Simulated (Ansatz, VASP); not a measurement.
## MgO in VASP and in Ansatz

INCAR

```
SYSTEM = MgO
ALGO = Normal
EDIFF = 1E-6
ENCUT = 600
GGA = PE
GGA_COMPAT = .FALSE.
ISIF = 2
ISMEAR = 0
LASPH = .TRUE.
LCHARG = .FALSE.
LDAU = .TRUE.
LDAUJ = 0 0
LDAUL = -1 1
LDAUPRINT = 1
LDAUTYPE = 2
LDAUU = 0 6.8
LREAL = .FALSE.
LWAVE = .FALSE.
NBANDS = 11
NELM = 200
PREC = Accurate
SIGMA = 0.01
```

KPOINTS

```
k-points
0
G
  6 6 6
  0 0 0
```

File POSCAR:

```
MgO
1.0
    2.9380209034      0.0000000000      0.0000000000
   -1.4690104517      2.5444007392      0.0000000000
    0.0000000000      0.0000000000      2.6796800000
Mg O
1 1
Direct
    0.0000000000      0.0000000000      0.0000000000
    0.3333333333      0.6666666667      0.5000000000
```

Input for Ansatz:

```yaml
crystal:
  lattice:
    - [2.9380209034, 0.0, 0.0]
    - [-1.4690104517, 2.5444007392, 0.0]
    - [0.0, 0.0, 2.67968]
  atoms:
    - { symbol: Mg, position: [0.0, 0.0, 0.0] }
    - { symbol: O, position: [0.3333333333, 0.6666666667, 0.5] }
basis:
  ecutwfc: "39 Ry"
kpoints:
  mp_grid: { grid: [6, 6, 6] }
hamiltonian:
  xc: pbe
  hubbard: { sites: [{ species: O, l: p, u_eff: 6.8 }] }
scf:
  occupations: { method: fixed }
output:
  forces: true
  stress: true
  eigenvalues: true
```

Alike in both runs: task single point; functional PBE; k mesh 6 × 6 × 6; no spin polarisation; Hubbard terms O p U = 6.8 eV.

|  | VASP | Ansatz |
| --- | --- | --- |
| version | VASP 6.6.1 | Ansatz 0.2.0 |
| potentials or method | VASP PAW PBE potentials, release 64 (Mg, O), cutoff 600 eV | scalar-relativistic, plane waves, PAW |
| occupations | gaussian, width 0.01 eV | fixed |
| valence electrons in the cell | 8 | 16 |

|  | VASP | Ansatz | Ansatz less VASP |
| --- | --- | --- | --- |
| gap on the k mesh at the Fermi level (eV) | 3.33 | 5.41 | +2.078 |
| least direct gap on the mesh (eV) | 3.72 | 5.83 | +2.104 |
| pressure (GPa) | -4.1 | -7.0 | -2.84 |
| traceless stress, the component that is largest in VASP (GPa) | -0.69 | -1.62 | -0.929 |

The programs project onto different local orbitals, so the same U acts differently, and such runs can settle in different states. VASP's potentials hold 8 valence electrons a cell and Ansatz's 16, so a difference there can come from the potentials and not from the codes.
